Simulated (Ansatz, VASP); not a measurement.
**One calculation of LiHfO2, two programs**

File INCAR:

```
PREC = Accurate
ENCUT = 750
EDIFF = 1E-6
ISMEAR = 0
SIGMA = 0.1
LREAL = F
LASPH = T
NELM = 120
ALGO = Normal
ISIF = 2
LWAVE = F
LCHARG = F
GGA = PE
NBANDS = 20
GGA_COMPAT = F
```

Contents of KPOINTS:

```
regular mesh
0
Gamma
  6 6 4
```

File POSCAR:

```
LiHfO2
1.0
    3.0397810700      0.0000000000      0.0000000000
    0.0000000000      3.0397810700      0.0000000000
    0.0000000000      0.0000000000      4.2938609300
Li Hf O
1 1 2
Direct
    0.0000000000      0.0000000000      0.0000000000
    0.5000000000      0.5000000000      0.5000000000
    0.0000000000      0.0000000000      0.5000000000
    0.5000000000      0.5000000000      0.0000000000
```

Input for Ansatz:

```yaml
crystal:
  lattice:
    - [3.03978107, 0.0, 0.0]
    - [0.0, 3.03978107, 0.0]
    - [0.0, 0.0, 4.29386093]
  atoms:
    - { symbol: Li, position: [0.0, 0.0, 0.0] }
    - { symbol: Hf, position: [0.5, 0.5, 0.5] }
    - { symbol: O, position: [0.0, 0.0, 0.5] }
    - { symbol: O, position: [0.5, 0.5, 0.0] }
basis:
  ecutwfc: 420
kpoints:
  mp_grid: { grid: [6, 6, 4] }
hamiltonian:
  xc: pbe
scf:
  occupations: { method: gaussian, width: 0.1 }
  lower_state_search: "off"
output:
  forces: true
  stress: true
  eigenvalues: true
```

Change from the starting cell: species swapped into the HfTiN2 type (P4/mmm, No. 123).

Alike in both runs: task single point; functional PBE; k mesh 6 × 6 × 4; occupations gaussian, width 0.1 eV; no spin polarisation.

```csv
,VASP,Ansatz
version,VASP 6.6.1,Ansatz 0.2.0
potentials or method,"VASP PAW PBE potentials, release 64 (Li_sv, Hf_pv, O), cutoff 750 eV","scalar-relativistic, plane waves, PAW"
valence electrons in the cell,25,41
```

```csv
,VASP,Ansatz,Ansatz less VASP
gap on the k mesh at the Fermi level (eV),none,none,-
pressure (GPa),4.9,7.3,+2.43
"traceless stress, the component that is largest in VASP (GPa)",-9.98,-10.03,-0.057
```

A gap of «none» marks a metal or a gap that the smearing closes. VASP's potentials hold 25 valence electrons a cell and Ansatz's 41, so a difference there can come from the potentials and not from the codes.

The k mesh is coarse, so the values compare programs but aren't converged. Neither program's run includes spin-orbit coupling.
